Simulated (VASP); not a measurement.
# ZnO (P4_2/mnm) in VASP: notebook

ZnO is run at these levels: r2SCAN; tasks: single point.

All numbers are computed with VASP 6.6.1; they aren't measurements. Logs are shortened: lines on timing, memory, paths and dates and some standing lists are left out, and cuts for length are marked.

## (1) The cell of the first run

It takes space group P4_2/mnm (No. 136, tetragonal). The conventional cell has a = 5.457 Å, b = 5.457 Å, c = 3.216 Å, α = 90.00°, β = 90.00°, γ = 90.00°. Within 2.5 Å of Zn (site symmetry m2m) lie 4 O at 1.92 to 1.99 Å. O (site symmetry m2m) has 4 Zn at 1.92 to 1.99 Å within 2.5 Å.

## (2) Single point, r2SCAN (11.97 Å³/atom)

File POSCAR:

```
ZnO
1.0
    5.4574337716      0.0000000000      0.0000000000
    0.0000000000      5.4574337716      0.0000000000
    0.0000000000      0.0000000000      3.2159735494
Zn O
4 4
Direct
    0.1817941392      0.1817941392      0.5000000000
    0.8182058608      0.8182058608      0.5000000000
    0.6817941392      0.3182058608      0.0000000000
    0.3182058608      0.6817941392      0.0000000000
    0.8174782387      0.1825217613      0.5000000000
    0.1825217613      0.8174782387      0.5000000000
    0.6825217613      0.6825217613      0.0000000000
    0.3174782387      0.3174782387      0.0000000000
```

File INCAR.step1:

```
ALGO = Normal
EDIFF = 1E-4
ENCUT = 520
GGA = PE
ISMEAR = 0
LASPH = T
LCHARG = F
LREAL = F
LWAVE = T
NBANDS = 46
NELM = 80
PREC = Accurate
SIGMA = 0.01
```

File INCAR.step2:

```
ALGO = Normal
EDIFF = 1E-7
ENCUT = 520
ISIF = 2
ISMEAR = 0
ISTART = 1
LASPH = T
LCHARG = F
LMIXTAU = T
LREAL = F
LWAVE = F
METAGGA = R2SCAN
NBANDS = 46
NELM = 80
PREC = Accurate
SIGMA = 0.01
```

File KPOINTS:

```
k-points
0
Gamma
  4 4 6
```

Potentials or basis: VASP PAW PBE potentials, release 64 (Zn, O).

Run with:

```bash
> cat potpaw_PBE.64/Zn/POTCAR potpaw_PBE.64/O/POTCAR > POTCAR
> cp INCAR.step1 INCAR
> mpirun -np 1 vasp_std > vasp.out
> cp INCAR.step2 INCAR
> mpirun -np 1 vasp_std > vasp.out
```

OUTCAR:

```text
EDIFF = 1E-7
   ENCUT = 520
   ISIF = 2
   ISMEAR = 0
   ISTART = 1
   LASPH = T
   LREAL = F
   METAGGA = R2SCAN
   NELM = 80
   PREC = Accurate

 ion  position               nearest neighbor table
   1  0.182  0.182  0.500-   8 1.92   8 1.92   5 1.99   6 1.99   2 2.81
   2  0.818  0.818  0.500-   7 1.92   7 1.92   5 1.99   6 1.99   1 2.81
   3  0.682  0.318  0.000-   5 1.92   5 1.92   8 1.99   7 1.99   4 2.81
   4  0.318  0.682  0.000-   6 1.92   6 1.92   8 1.99   7 1.99   3 2.81
   5  0.817  0.183  0.500-   3 1.92   3 1.92   1 1.99   2 1.99
   6  0.183  0.817  0.500-   4 1.92   4 1.92   1 1.99   2 1.99
   7  0.683  0.683  0.000-   2 1.92   2 1.92   4 1.99   3 1.99
   8  0.317  0.317  0.000-   1 1.92   1 1.92   4 1.99   3 1.99

  LATTYP: Found a simple tetragonal cell.
 ALAT       =     5.4574337716
 C/A-ratio  =     0.5892831107

  Lattice vectors:

 A1 = (   5.4574337716,   0.0000000000,   0.0000000000)
 A2 = (   0.0000000000,   5.4574337716,   0.0000000000)
 A3 = (   0.0000000000,   0.0000000000,   3.2159735494)

Analysis of symmetry for initial positions (statically):
=====================================================================
 Subroutine PRICEL returns:
 Original cell was already a primitive cell.

 Routine SETGRP: Setting up the symmetry group for a
 simple tetragonal supercell.

 Subroutine GETGRP returns: Found 16 space group operations
 (whereof  8 operations were pure point group operations)
 out of a pool of 16 trial point group operations.

The static configuration has the point symmetry D_2h.
 The point group associated with its full space group is D_4h.

Analysis of symmetry for dynamics (positions and initial velocities):
=====================================================================
 Subroutine PRICEL returns:
 Original cell was already a primitive cell.

 Routine SETGRP: Setting up the symmetry group for a
 simple tetragonal supercell.

 Subroutine GETGRP returns: Found 16 space group operations
 (whereof  8 operations were pure point group operations)
 out of a pool of 16 trial point group operations.

The dynamic configuration has the point symmetry D_2h.
 The point group associated with its full space group is D_4h.

 Subroutine INISYM returns: Found 16 space group operations
 (whereof  8 operations are pure point group operations),
 and found     1 'primitive' translations

----------------------------------------------------------------------------------------

                                     Primitive cell

  volume of cell :      95.7832

  direct lattice vectors                    reciprocal lattice vectors
     5.457433772  0.000000000  0.000000000     0.183236305  0.000000000  0.000000000
     0.000000000  5.457433772  0.000000000     0.000000000  0.183236305  0.000000000
     0.000000000  0.000000000  3.215973549     0.000000000  0.000000000  0.310947831

  length of vectors
     5.457433772  5.457433772  3.215973549     0.183236305  0.183236305  0.310947831

  position of ions in fractional coordinates (direct lattice)
     0.181794139  0.181794139  0.500000000
     0.818205861  0.818205861  0.500000000
     0.681794139  0.318205861  0.000000000
     0.318205861  0.681794139  0.000000000
     0.817478239  0.182521761  0.500000000
     0.182521761  0.817478239  0.500000000
     0.682521761  0.682521761  0.000000000
     0.317478239  0.317478239  0.000000000

  ion indices of the primitive-cell ions
   primitive index   ion index
                 1           1
                 2           2
                 3           3
                 4           4
                 5           5
                 6           6
                 7           7
                 8           8

----------------------------------------------------------------------------------------

 KPOINTS: k-points

Automatic generation of k-mesh.
 Grid dimensions read from file:
 generate k-points for:    4    4    6

 Generating k-lattice:

  Cartesian coordinates                     Fractional coordinates (reciprocal lattice)
     0.045809076  0.000000000  0.000000000     0.250000000  0.000000000  0.000000000
     0.000000000  0.045809076  0.000000000     0.000000000  0.250000000  0.000000000
     0.000000000  0.000000000  0.051824639     0.000000000  0.000000000  0.166666667

  Length of vectors
     0.045809076  0.045809076  0.051824639

  Shift w.r.t. Gamma in fractional coordinates (k-lattice)
     0.000000000  0.000000000  0.000000000

 Subroutine IBZKPT returns following result:
 ===========================================

 Found     24 irreducible k-points:

 Following reciprocal coordinates:
            Coordinates               Weight
  0.000000  0.000000  0.000000      1.000000
  0.250000  0.000000  0.000000      4.000000
  0.500000  0.000000  0.000000      2.000000
  0.250000  0.250000  0.000000      4.000000
  0.500000  0.250000  0.000000      4.000000
  0.500000  0.500000  0.000000      1.000000
[... 16 lines left out ...]
  0.500000  0.250000  0.500000      4.000000
  0.500000  0.500000  0.500000      1.000000
   k-points           NKPTS =     24   k-points in BZ     NKDIM =     24   number of bands    NBANDS=     46
   number of dos      NEDOS =    301   number of ions     NIONS =      8
   total plane-waves  NPLWV =  42336
   dimension x,y,z NGX =    42 NGY =   42 NGZ =   24
   dimension x,y,z NGXF=    84 NGYF=   84 NGZF=   48
   ions per type =               4   4
   NGX,Y,Z   is equivalent  to a cutoff of  12.79, 12.79, 12.41 a.u.
   NGXF,Y,Z  is equivalent  to a cutoff of  25.59, 25.59, 24.81 a.u.
 SYSTEM =  unknown system
   PREC   = accura    normal or accurate (medium, high low for compatibility)
   ISTART =      1    job   : 0-new  1-cont  2-samecut
   ICHARG =      0    charge: 1-file 2-atom 10-const
   ISPIN  =      1    spin polarized calculation?
   LNONCOLLINEAR =      F non collinear calculations
   LSORBIT =      F    spin-orbit coupling
   LASPH  =      T    aspherical Exc in radial PAW
   ENCUT  =  520.0 eV  38.22 Ry    6.18 a.u.  10.15 10.15  5.98*2*pi/ulx,y,z
   NELM   =     80;   NELMIN=  2; NELMDL=  0     # of ELM steps
   EDIFF  = 0.1E-06   stopping-criterion for ELM
   LREAL  =      F    real-space projection
   EDIFFG = 0.1E-05   stopping-criterion for IOM
   NSW    =      0    number of steps for IOM
   IBRION =     -1    ionic relax: 0-MD 1-quasi-New 2-CG
   NFREE  =      0    steps in history (QN), initial steepest desc. (CG)
   ISIF   =      2    stress and relaxation
   ISYM   =      2    0-nonsym 1-usesym 2-fastsym
   POTIM  = 0.5000    time-step for ionic-motion
   TEBEG  =    0.0;   TEEND  =   0.0 temperature during run
   PSTRESS=    0.0 pullay stress
   NELECT =      72.0000    total number of electrons
   NUPDOWN=      -1.0000    fix difference up-down
   EMIN   =  10.00;   EMAX   =-10.00  energy-range for DOS
   EFERMI =   0.00;   METHOD = LEGACY
   ISMEAR =     0;   SIGMA  =   0.01  broadening in eV -4-tet -1-fermi 0-gaus
   EFERMI_NEDOS =   21; number of points for ismear=-14 and -15
   IALGO  =     38    algorithm
   IMIX   =      4    mixing-type and parameters
     AMIX     =   0.40;   BMIX     =  1.00
     AMIX_MAG =   1.60;   BMIX_MAG =  1.00
  volume/ion in A,a.u.               =      11.97        80.80
  Fermi-wavevector in a.u.,A,eV,Ry     =   1.488524  2.812903 30.146481  2.215704
  Thomas-Fermi vector in A             =   2.601548
   LORBIT       =      0    0 simple, 1 ext, 2 COOP (PROOUT), +10 PAW based schemes
   METAGGA = R2SCAN    functional components
   LHFCALC =     F    Hartree Fock is set to
   AEXX    =    0.0000 exact exchange contribution
   IVDW    =     0    specifies the selected vdW correction
   LEPSILON=     F    determine dielectric tensor
   LRPA    =     F    only Hartree local field effects (RPA)
 non-spin polarized calculation
 Gauss-broadening in eV      SIGMA  =   0.01
  energy-cutoff  :      520.00
  volume of cell :       95.78
 maximum number of plane-waves:      2592
 NGX is ok and might be reduce to    42
   NGX = 21   NGY = 21   NGZ = 11

 number of electron      72.0000028 magnetization

 Free energy of the ion-electron system (eV)
  ---------------------------------------------------
  ext. energy  EPLUGINS =         0.00000000
  ---------------------------------------------------
  free energy    TOTEN  =       -72.30787105 eV

  energy without entropy =      -72.30787105  energy(sigma->0) =      -72.30787105

 E-fermi :   1.0445     XC(G=0): -11.5635

 val. band max:        0.9918328096   @ k =   0.0000   0.0000   0.0000
 cond. band min:       2.2244658278   @ k =   0.0000   0.0000   0.0000
 fundamental gap:      1.2326330182
 Fermi energy:         1.0444991660

 k-point     1 :       0.0000    0.0000    0.0000
  band No.  band energies     occupation
      1     -18.4453      2.00000
      2     -17.7151      2.00000
      3     -17.7151      2.00000
      4     -17.6251      2.00000
      5      -5.7144      2.00000
      6      -5.4677      2.00000
[... 38 lines left out ...]
     45      12.1926      0.00000
     46      14.1918      0.00000

 k-point     2 :       0.2500    0.0000    0.0000
  band No.  band energies     occupation
      1     -18.3590      2.00000
      2     -17.8765      2.00000
      3     -17.6831      2.00000
      4     -17.5855      2.00000
      5      -5.6989      2.00000
      6      -5.5199      2.00000
[... 38 lines left out ...]
     45      12.7571      0.00000
     46      13.4676      0.00000

 k-point     3 :       0.5000    0.0000    0.0000
  band No.  band energies     occupation
      1     -18.1375      2.00000
      2     -18.1375      2.00000
      3     -17.6166      2.00000
      4     -17.6166      2.00000
      5      -5.6257      2.00000
      6      -5.6257      2.00000
[... 1018 lines left out ...]
     45      11.4135      0.00000
     46      11.4135      0.00000

 k-point    24 :       0.5000    0.5000    0.5000
  band No.  band energies     occupation
      1     -17.7637      2.00000
      2     -17.7637      2.00000
      3     -17.5139      2.00000
      4     -17.5139      2.00000
      5      -5.5188      2.00000
      6      -5.5188      2.00000
[... 38 lines left out ...]
     45      12.0719      0.00000
     46      12.0719      0.00000

------------------------ aborting loop because EDIFF is reached ----------------------------------------

  FORCE on cell =-STRESS in cart. coord.  units (eV):
  Direction    XX          YY          ZZ          XY          YZ          ZX
  --------------------------------------------------------------------------------------
  -------------------------------------------------------------------------------------
  Total        3.2738499      3.2738499      3.9987811      0.0000000      0.0000000      0.0000000
  in kB       54.7620791     54.7620791     66.8880910      0.0000000      0.0000000      0.0000000
  external PRESSURE =      58.8040830 kB  Pullay stress =       0.0000000 kB

 VOLUME and BASIS-vectors are now :
 -----------------------------------------------------------------------------
  energy-cutoff  :      520.00
  volume of cell :       95.78
      direct lattice vectors                 reciprocal lattice vectors
     5.457433772  0.000000000  0.000000000     0.183236305  0.000000000  0.000000000
     0.000000000  5.457433772  0.000000000     0.000000000  0.183236305  0.000000000
     0.000000000  0.000000000  3.215973549     0.000000000  0.000000000  0.310947831

 POSITION                                       TOTAL-FORCE (eV/Angst)
 -----------------------------------------------------------------------------------
      0.99213      0.99213      1.60799        -0.009728     -0.009728      0.000000
      4.46530      4.46530      1.60799         0.009728      0.009728      0.000000
      3.72085      1.73659      0.00000        -0.009728      0.009728      0.000000
      1.73659      3.72085      0.00000         0.009728     -0.009728      0.000000
      4.46133      0.99610      1.60799        -0.019651      0.019651     -0.000000
      0.99610      4.46133      1.60799         0.019651     -0.019651      0.000000
      3.72482      3.72482      0.00000         0.019651      0.019651     -0.000000
      1.73262      1.73262      0.00000        -0.019651     -0.019651      0.000000
 -----------------------------------------------------------------------------------
    total drift:                                0.000000     -0.000000     -0.000000

  FREE ENERGIE OF THE ION-ELECTRON SYSTEM (eV)
  ---------------------------------------------------
  free  energy   TOTEN  =       -72.3078710483 eV

  energy  without entropy=      -72.3078710483  energy(sigma->0) =      -72.30787105
```

It took 4.3 min on 1 thread of AMD EPYC 9R45 (Zen 5), shared host; peak memory 0.22 GiB.

Results:

- Free energy: -72.3079 eV
- Pressure: 5.9 GPa
- Largest force: 0.028 eV/Å
- Band gap on the k mesh: 1.23 eV

Forces in eV/Å, atoms in the order of the input:
```
Zn  -0.010 -0.010  0.000
Zn   0.010  0.010  0.000
Zn  -0.010  0.010  0.000
Zn   0.010 -0.010  0.000
O   -0.020  0.020  0.000
O    0.020 -0.020  0.000
O    0.020  0.020  0.000
O   -0.020 -0.020  0.000
```

Stress tensor (GPa, compression positive):
```
5.48 0.00 0.00
0.00 5.48 0.00
0.00 0.00 6.69
```

Caveat: the cell stands under pressure; the PAW data sets were made with another functional, which shifts forces and pressure a little.

## (3) Single point, r2SCAN

This run uses another cell than the first one, of 12.34 Å³/atom.

Changes to POSCAR since step 2:

```diff
@@ -2,5 +2,5 @@
 1.0
-    5.4574337716      0.0000000000      0.0000000000
-    0.0000000000      5.4574337716      0.0000000000
-    0.0000000000      0.0000000000      3.2159735494
+    5.5131257178      0.0000000000      0.0000000000
+    0.0000000000      5.5131257178      0.0000000000
+    0.0000000000      0.0000000000      3.2487918727
 Zn O
```

File INCAR.step1:

```
SYSTEM = ZnO
PREC = Accurate ; ENCUT = 520
ISMEAR = 0 ; SIGMA = 0.01
LREAL = .FALSE. ; LASPH = .TRUE.
NELM = 60 ; NBANDS = 46
GGA = PE ; ALGO = Normal
EDIFF = 1E-4 ; LWAVE = .TRUE.
LCHARG = .FALSE.
```

File INCAR.step2:

```
SYSTEM = ZnO
PREC = Accurate ; ENCUT = 520
EDIFF = 1E-6 ; ISMEAR = 0
SIGMA = 0.01 ; LREAL = .FALSE.
LASPH = .TRUE. ; NELM = 60
ALGO = Normal ; ISIF = 2
LWAVE = .FALSE. ; LCHARG = .FALSE.
METAGGA = R2SCAN ; LMIXTAU = .TRUE.
NBANDS = 46 ; ISTART = 1
```

File KPOINTS:

```
regular mesh
0
G
  4 4 6
  0 0 0
```

Potentials or basis: VASP PAW PBE potentials, release 64 (Zn, O).

Run with:

```bash
> cat potpaw_PBE.64/Zn/POTCAR potpaw_PBE.64/O/POTCAR > POTCAR
> cp INCAR.step1 INCAR
> mpirun -np 1 vasp_std > vasp.out
> cp INCAR.step2 INCAR
> mpirun -np 1 vasp_std > vasp.out
```

Run time: 4 min. Hardware: 1 thread of AMD EPYC 9R45 (Zen 5), shared host; peak memory 0.22 GiB.

It converged, with:

| Quantity | Value |
| --- | --- |
| Free energy | -72.3708 eV |
| Pressure | 1.0 GPa |
| Largest force | 0.035 eV/Å |
| Band gap on the k mesh | 1.20 eV |

Forces on the atoms (eV/Å):
```
Zn  -0.025 -0.025  0.000
Zn   0.025  0.025  0.000
Zn  -0.025  0.025  0.000
Zn   0.025 -0.025  0.000
O   -0.007  0.007  0.000
O    0.007 -0.007  0.000
O    0.007  0.007  0.000
O   -0.007 -0.007  0.000
```

Stress tensor (GPa, compression positive):
```
0.89 0.00 0.00
0.00 0.89 0.00
0.00 0.00 1.21
```

Levels at points of the mesh, in eV from the valence-band top:
```csv
k point,band 34,band 35,band 36,band 37,band 38,band 39
"(0.00, 0.00, 0.00)",-0.20,-0.20,0.00,1.20,5.88,5.88
"(0.50, 0.00, 0.00)",-0.51,-0.44,-0.44,3.64,3.64,6.68
"(0.50, 0.50, 0.00)",-0.89,-0.79,-0.79,4.79,4.79,5.10
"(0.00, 0.00, 0.50)",-1.86,-1.37,-1.37,6.38,6.38,8.48
"(0.50, 0.00, 0.50)",-1.63,-1.10,-1.10,6.50,6.50,7.26
"(0.50, 0.50, 0.50)",-1.42,-1.40,-1.40,5.97,5.97,6.53
```

Caveat: the PAW data sets were made with another functional, which shifts forces and pressure a little.

## (4) Single point, r2SCAN (12.71 Å³/atom)

This run uses another cell than the first one, of 12.71 Å³/atom.

Changes to POSCAR since step 3:

```diff
@@ -2,5 +2,5 @@
 1.0
-    5.5131257178      0.0000000000      0.0000000000
-    0.0000000000      5.5131257178      0.0000000000
-    0.0000000000      0.0000000000      3.2487918727
+    5.5677146711      0.0000000000      0.0000000000
+    0.0000000000      5.5677146711      0.0000000000
+    0.0000000000      0.0000000000      3.2809602209
 Zn O
```

File INCAR.step1:

```
ALGO = Normal
EDIFF = 1E-4
ENCUT = 520
GGA = PE
ISMEAR = 0
LASPH = True
LCHARG = False
LREAL = False
LWAVE = True
NBANDS = 46
NELM = 80
PREC = Accurate
SIGMA = 0.01
```

File INCAR.step2:

```
ALGO = Normal
EDIFF = 1E-7
ENCUT = 520
ISIF = 2
ISMEAR = 0
ISTART = 1
LASPH = True
LCHARG = True
LELF = True
LMIXTAU = True
LREAL = False
LVHAR = True
LWAVE = False
METAGGA = R2SCAN
NBANDS = 46
NELM = 80
PREC = Accurate
SIGMA = 0.01
```

File KPOINTS:

```
k-points
0
Gamma
  4 4 6
```

Run with:

```bash
> cat potpaw_PBE.64/Zn/POTCAR potpaw_PBE.64/O/POTCAR > POTCAR
> cp INCAR.step1 INCAR
> mpirun -np 1 vasp_std > vasp.out
> cp INCAR.step2 INCAR
> mpirun -np 1 vasp_std > vasp.out
```

It took 4.7 min on 1 thread of AMD EPYC 9R45 (Zen 5), shared host; peak memory 0.22 GiB.

The run converged. Its results:

| Property | Result |
| --- | --- |
| Free energy | -72.3498 eV |
| Pressure | -3.2 GPa |
| Largest force | 0.030 eV/Å |
| Band gap on the k mesh | 1.18 eV |

Forces on the atoms (eV/Å):
```
Zn  -0.021 -0.021  0.000
Zn   0.021  0.021  0.000
Zn  -0.021  0.021  0.000
Zn   0.021 -0.021  0.000
O    0.005 -0.005  0.000
O   -0.005  0.005  0.000
O   -0.005 -0.005  0.000
O    0.005  0.005  0.000
```

Stress tensor (GPa, compression positive):
```
-3.04  0.00  0.00
 0.00 -3.04  0.00
 0.00  0.00 -3.44
```

Levels at points of the mesh, in eV from the valence-band top:
```tsv
k point	band 34	band 35	band 36	band 37	band 38	band 39
(0.00, 0.00, 0.00)	-0.18	-0.18	0.00	1.18	5.77	5.77
(0.50, 0.00, 0.00)	-0.48	-0.42	-0.42	3.59	3.59	6.60
(0.50, 0.50, 0.00)	-0.85	-0.75	-0.75	4.71	4.71	5.07
(0.00, 0.00, 0.50)	-1.77	-1.31	-1.31	6.28	6.28	8.44
(0.50, 0.00, 0.50)	-1.55	-1.04	-1.04	6.40	6.40	7.23
(0.50, 0.50, 0.50)	-1.35	-1.32	-1.32	5.98	5.98	6.44
```

Caveat: the cell stands under tension; the PAW data sets were made with another functional, which shifts forces and pressure a little.

## (5) Summary

| cell | gap on the mesh (eV) | pressure (GPa) | largest force (eV/Å) |
| --- | --- | --- | --- |
| a = 5.457, b = 5.457, c = 3.216 Å, 8 atoms | 1.23 | 5.9 | 0.03 |
| a = 5.513, b = 5.513, c = 3.249 Å, 8 atoms | 1.20 | 1.0 | 0.04 |
| a = 5.568, b = 5.568, c = 3.281 Å, 8 atoms | 1.18 | -3.2 | 0.03 |

Alike in all rows: task single point; level r2SCAN; potentials or basis VASP PAW PBE potentials, release 64 (Zn, O); no spin polarisation; k mesh 4 × 4 × 6; cutoff (eV) 520; smearing gaussian 0.01 eV.

Caveats: the PAW data sets were made with another functional, which shifts forces and pressure a little; the cell stands under pressure (at least some runs); the cell stands under tension (at least some runs).

Absolute energies hang on the potentials; compare differences alone.
